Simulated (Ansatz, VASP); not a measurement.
Two plane-wave programs on Nb

POSCAR

```
Nb
1.0
    0.0000000000      2.0495162343      2.0495162343
    2.0495162343      0.0000000000      2.0495162343
    2.0495162343      2.0495162343      0.0000000000
Nb
1
Direct
    0.0000000000      0.0000000000      0.0000000000
```

INCAR.step1

```
PREC     = Accurate       # precision mode
ENCUT    = 520            # plane-wave cutoff, eV
ISMEAR   = -1             # smearing method
SIGMA    = 0.1            # smearing width, eV
LREAL    = False          # projectors in reciprocal space
LASPH    = True           # aspherical terms in the spheres
NELM     = 60             # most SCF steps
NBANDS   = 12             # bands
GGA      = PE             # functional
ALGO     = Normal         # electronic algorithm
EDIFF    = 1E-4           # SCF threshold, eV
LWAVE    = True           # write WAVECAR
LCHARG   = False          # write CHGCAR
```

Contents of INCAR.step2:

```
PREC     = Accurate       # precision mode
ENCUT    = 520            # plane-wave cutoff, eV
EDIFF    = 1E-6           # SCF threshold, eV
ISMEAR   = -1             # smearing method
SIGMA    = 0.1            # smearing width, eV
LREAL    = False          # projectors in reciprocal space
LASPH    = True           # aspherical terms in the spheres
NELM     = 60             # most SCF steps
ALGO     = Normal         # electronic algorithm
ISIF     = 2              # what is computed and relaxed
LWAVE    = False          # write WAVECAR
LCHARG   = False          # write CHGCAR
METAGGA  = R2SCAN         # meta-GGA
LMIXTAU  = True         
NBANDS   = 12             # bands
ISTART   = 1
```

KPOINTS

```
regular mesh
0
Gamma
  14 14 14
```

Input for Ansatz:

```yaml
crystal:
  lattice:
    - [0.0, 2.0495162343, 2.0495162343]
    - [2.0495162343, 0.0, 2.0495162343]
    - [2.0495162343, 2.0495162343, 0.0]
  atoms:
    - { symbol: Nb, position: [0.0, 0.0, 0.0] }
hamiltonian:
  xc: r2scan
  pseudopotentials:
    kind: paw
    azcp:
      Nb: "pseudopotentials/Nb.paw.azcp"
basis:
  ecutwfc: 500
  fft_grid_basis: typed
kpoints:
  mp_grid: { grid: [14, 14, 14], shift: [0, 0, 0] }
magnetization:
  spin_polarized: false
scf:
  occupations: { method: fermi_dirac, width: 0.1 }
  lower_state_search: "off"
output:
  stress: true
```

Alike in both runs: task single point; functional r2SCAN; k mesh 14 × 14 × 14; occupations fermi-dirac, width 0.1 eV; no spin polarisation.

|  | VASP | Ansatz |
| --- | --- | --- |
| version | VASP 6.6.1 | Ansatz 0.2.0 |
| potentials or method | VASP PAW PBE potentials, release 64 (Nb_sv), cutoff 520 eV | plane waves (500 eV) with PAW, scalar-relativistic |
| valence electrons in the cell | 13 | 13 |

VASP gave:

```
pressure (GPa) : 15.7
```

Question: What did Ansatz give for the same quantities?

Answer: Pressure (GPa): 15.9.

VASP's potentials were made for PBE, not for r2SCAN. The functional is the same, so the differences come from potentials, cutoffs and numerics.
